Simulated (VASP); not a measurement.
Co:

```xyz
2
Lattice="2.2855 0.0000 0.0000 -1.1428 1.9793 0.0000 0.0000 0.0000 3.6867" Properties=species:S:1:pos:R:3 pbc="T T T"
Co    1.1428    0.6598    0.9217
Co    0.0000    1.3196    2.7650
```

Base run:

| Quantity | Value |
| --- | --- |
| Program | VASP 6.6.1 |
| Functional | LDA |
| Potentials or basis | VASP PAW LDA potentials, release 64 (Co) |
| Cutoff | 520 eV |
| k mesh | 24 × 24 × 12 |
| Occupations | gaussian, width 0.15 eV |
| Spin | collinear spin, ferromagnetic start |
| Starting moments | [1.1, 1.1] μB |
| Fixed moment | 2.2 μB |

Its results: pressure 69.7 GPa; site moments Co +1.08 μB.

Question: The run is repeated on the same cell with these changes: fixed moment from 2.2 μB to 1.1 μB; moments at the start from [1.1, 1.1] to [0.55, 0.55]. What comes out?

Answer: Pressure 62.7 GPa; site moments Co +0.54 μB.

Caveats: the total moment is fixed, so each spin has its own Fermi level.
